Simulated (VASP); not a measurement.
Input of a VASP 6.6.1 run:

The input INCAR:

```
SYSTEM = ReSb
ALGO = Normal ; EDIFF = 1E-7
ENCUT = 520 ; GGA = PS
ISIF = 2 ; ISMEAR = 0
LASPH = .True. ; LCHARG = .False.
LREAL = .False. ; LWAVE = .False.
NBANDS = 13 ; NELM = 80
PREC = Accurate ; SIGMA = 0.05
```

File KPOINTS:

```
k-points
0
Gamma
  10 10 10
  0 0 0
```

POSCAR

```
ReSb
1.0
    0.0000000000      2.9753124566      2.9753124566
    2.9753124566      0.0000000000      2.9753124566
    2.9753124566      2.9753124566      0.0000000000
Re Sb
1 1
Direct
    0.0000000000      0.0000000000      0.0000000000
    0.2634439662      0.2365560338      0.2634439662
```

Potentials or basis: VASP PAW PBE potentials, release 64 (Re, Sb).

Run with:

```console
$ cat potpaw_PBE.64/Re/POTCAR potpaw_PBE.64/Sb/POTCAR > POTCAR
$ mpirun -np 1 vasp_std > vasp.out
```

**Question.** Predict the pressure.

**Answer.** 0.4 GPa.

**Question.** Estimate the largest force.

**Answer.** 0.904 eV/Å.

Stress tensor (GPa, compression positive):
```
 0.39  0.00 -4.95
 0.00  0.32  0.00
-4.95  0.00  0.39
```

Caveat: the cell differs from its parent crystal (atom 2 (Sb) moved 0.08 Å along y); the PAW data sets were made with another functional, which shifts forces and pressure a little.
